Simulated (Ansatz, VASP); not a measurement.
**One calculation of LiF, two programs**

The input POSCAR:

```
LiF
1.0
    3.0810126371      0.0000000000      0.0000000000
   -1.5405063186      2.6682352131      0.0000000000
    0.0000000000      0.0000000000      4.8738718124
Li F
2 2
Direct
    0.3333333333      0.6666666667     -0.0050316358
    0.6666666667      0.3333333333      0.4949683642
    0.3333333333      0.6666666667      0.3800316358
    0.6666666667      0.3333333333      0.8800316358
```

INCAR.step1

```
  PREC = Accurate
  ENCUT = 520
  ISMEAR = 0
  SIGMA = 0.01
  LREAL = F
  LASPH = T
  NELM = 100
  NBANDS = 18
  GGA = PE
  ALGO = Normal
  EDIFF = 1E-4
  LWAVE = T
  LCHARG = F
```

The input INCAR.step2:

```
  PREC = Accurate
  ENCUT = 520
  EDIFF = 1E-7
  ISMEAR = 0
  SIGMA = 0.01
  LREAL = F
  LASPH = T
  NELM = 100
  ALGO = Normal
  ISIF = 2
  LWAVE = F
  LCHARG = F
  METAGGA = R2SCAN
  LMIXTAU = T
  NBANDS = 18
  ISTART = 1
```

The input KPOINTS:

```
regular mesh
0
Gamma
  12 12 6
```

Input for Ansatz:

```yaml
crystal:
  lattice:
    - [3.0810126371, 0.0, 0.0]
    - [-1.5405063186, 2.6682352131, 0.0]
    - [0.0, 0.0, 4.8738718124]
  atoms:
    - { symbol: Li, position: [0.3333333333, 0.6666666667, -0.0050316358] }
    - { symbol: Li, position: [0.6666666667, 0.3333333333, 0.4949683642] }
    - { symbol: F, position: [0.3333333333, 0.6666666667, 0.3800316358] }
    - { symbol: F, position: [0.6666666667, 0.3333333333, 0.8800316358] }
kpoints:
  mp_grid: { grid: [12, 12, 6] }
  band_path:
    path:
      - [0.0, 0.0, 0.0]
      - [0.5, 0.0, 0.0]
      - [0.3333333333, 0.3333333333, 0.0]
      - [0.0, 0.0, 0.5]
      - [0.5, 0.0, 0.5]
      - [0.3333333333, 0.3333333333, 0.5]
    npoints: 1
hamiltonian:
  xc: r2scan
scf:
  occupations: { method: fixed }
  n_extra_bands: 5
output:
  forces: true
  stress: true
  eigenvalues: true
  write_density: true
  write_potential: true
  elf: true
  volumetric_format: npy
```

Change from the starting cell: uniaxial_z strain +1.9%.

Alike in both runs: task single point; functional r2SCAN; k mesh 12 × 12 × 6; no spin polarisation.

```csv
,VASP,Ansatz
version,VASP 6.6.1,Ansatz 0.2.0
potentials or method,"VASP PAW PBE potentials, release 64 (Li_sv, F)","plane waves, PAW"
plane-wave cutoff (eV),520,500
occupations,"gaussian, width 0.01 eV",fixed
valence electrons in the cell,20,20
```

```tsv
	VASP	Ansatz	Ansatz less VASP
gap on the k mesh at the Fermi level (eV)	8.62	8.53	-0.098
rms of the force components (eV/Å)	0.012	0.000	-0.0121
```

VASP's potentials were made for PBE, not for r2SCAN. Atom by atom the forces differ by 0.012 eV/Å (rms over components).

Noted on VASP's run: the cutoff is under 1.25 times that of the potentials, so the pressure is a little rough.
